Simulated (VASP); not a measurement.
Wanted: the native input for a VASP 6.6.1 run.

* Task: single point
* Functional: PBEsol
* Potentials or basis: VASP PAW PBE potentials, release 64 (Ca_sv, O)
* Cutoff: 520 eV
* k mesh: 9 × 9 × 6
* Occupations: gaussian, width 0.05 eV
* Spin: no spin polarisation
* Dipole correction: no
* Further INCAR settings: ALGO = Normal; EDIFF = 1e-06; NBANDS = 24

The structure of CaO lies in POSCAR:

```
CaO
1.0
    3.9919758245      0.0000000000      0.0000000000
   -1.9959879122      3.4571524753      0.0000000000
    0.0000000000      0.0000000000      4.7848400100
Ca O
2 2
Direct
    0.4779610301      0.7389805151      0.7500000000
    0.8112943635      0.4056471817      0.2500000000
    0.3333333333      0.6666666667      0.2500000000
    0.6666666667      0.3333333333      0.7500000000
```

This cell differs from its parent crystal: all Ca atoms moved -0.500 Å, as atom 1 towards its neighbour atom 4 (O) at 2.305 Å.

These files were run (other wordings do the same):

INCAR

```
PREC = Accurate ; ENCUT = 520
EDIFF = 1E-6 ; ISMEAR = 0
SIGMA = 0.05 ; LREAL = False
LASPH = True ; NELM = 80
ALGO = Normal ; ISIF = 2
LWAVE = False ; LCHARG = False
GGA = PS ; NBANDS = 24
```

KPOINTS

```
Automatic mesh
0
Gamma
  9 9 6
```

Potentials or basis: VASP PAW PBE potentials, release 64 (Ca_sv, O).

Run with:

```console
$ cat potpaw_PBE.64/Ca_sv/POTCAR potpaw_PBE.64/O/POTCAR > POTCAR
$ mpirun -np 1 vasp_std > vasp.out
```

It gave:

| Property | Result |
| --- | --- |
| Pressure | 9.9 GPa |
| Largest force | 7.201 eV/Å |
| Band gap on the k mesh | 3.02 eV (least direct gap 3.30 eV) |

Caveat: the cell differs from its parent crystal (all Ca atoms moved -0.500 Å, as atom 1 towards its neighbour atom 4 (O) at 2.305 Å); the cell stands under pressure; the PAW data sets were made with another functional, which shifts forces and pressure a little; an odd mesh through Γ misses points on the zone boundary, where band edges can lie.

Run time: 74 s on 1 thread of Intel(R) Xeon(R) 6975P-C (Granite Rapids), with other jobs on the host, peak memory 0.26 GiB.
